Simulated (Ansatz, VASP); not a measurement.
One calculation of FeC3, two programs

```
Fe C
1.0
     3.07929    0.00000    0.00000
     0.00000    3.07929    0.00000
     0.00000    0.00000    3.07929
Fe C
1 3
Direct
  0.00000 0.00000 0.00000
  0.00000 0.50000 0.50000
  0.50000 0.00000 0.50000
  0.50000 0.50000 0.00000
```

Alike in both runs: functional PBE; k mesh 6 × 6 × 6; occupations gaussian, width 0.1 eV; collinear spin.

Ansatz relaxed the structure, and its values are those at the end. VASP's run is a single point on that final structure, the one shown.

```csv
,VASP,Ansatz
version,VASP 6.6.1,Ansatz 0.2.0
potentials or method,"VASP PAW PBE potentials, release 64 (Fe, C), cutoff 520 eV","scalar-relativistic, plane waves, PAW"
valence electrons in the cell,20,28
```

Ansatz gave:

```
gap on the k mesh at the Fermi level (eV)                     : none
pressure (GPa)                                                : 0.0
net moment per atom (μB)                                      : 0.00
size of the moment on the site where the two differ most (μB) : 0.00
```

What did VASP give for the same quantities?

gap on the k mesh at the Fermi level (eV): none; pressure (GPa): 2.7; net moment per atom (μB): 0.17; size of the moment on the site where the two differ most (μB): 0.65.

The net moments are unlike, so the other rows may belong to different states. Site moments also hang on the region over which each program counts them. A gap of «none» marks a metal or a gap that the smearing closes. VASP's potentials hold 20 valence electrons a cell and Ansatz's 28, so a difference there can come from the potentials and not from the codes. Ansatz's warnings: seeded moment not kept.
